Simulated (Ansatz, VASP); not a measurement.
# One calculation of LiMo16, two programs

```
Mo Li
1.0
     6.30000    0.00000    0.00000
     0.00000    6.30000    0.00000
     0.00000    0.00000    6.30000
Mo Li
16 1
Cartesian
  0.0544 -0.0120 -0.0501
  3.1978 0.0481 -0.0410
  -0.0052 3.1493 -0.0459
  0.1150 -0.0700 3.1730
  1.6648 1.5815 1.5244
  2.8907 3.4557 -0.3547
  3.1909 -0.0071 3.1106
  5.0791 1.2688 1.8324
  0.0528 3.1523 3.1172
  1.6100 4.7321 1.5326
  1.6109 1.5710 4.6722
  3.1990 3.1445 3.0572
  4.7670 4.6755 1.5280
  4.7675 1.5749 4.7275
  1.5520 4.7955 4.6090
  4.7722 4.7365 4.6689
  3.9789 2.3629 0.7450
```

Alike in both runs: functional PBE; k mesh 2 × 2 × 2; occupations fermi-dirac, width 0.15 eV; no spin polarisation.

Ansatz relaxed the structure, and its values are those at the end. VASP's run is a single point on that final structure, the one shown.

|  | VASP | Ansatz |
| --- | --- | --- |
| version | VASP 6.6.1 | Ansatz 0.2.0 |
| potentials or method | VASP PAW PBE potentials, release 64 (Mo_sv, Li_sv), cutoff 520 eV | scalar-relativistic, plane waves, PAW |
| valence electrons in the cell | 227 | 227 |

```tsv
	VASP	Ansatz	Ansatz less VASP
rms of the force components (eV/Å)	0.023	0.019	-0.0040
```

The k mesh is coarse, so the values compare programs but aren't converged. Noted on VASP's run: the cutoff is under 1.25 times that of the potentials, so the pressure is a little rough.
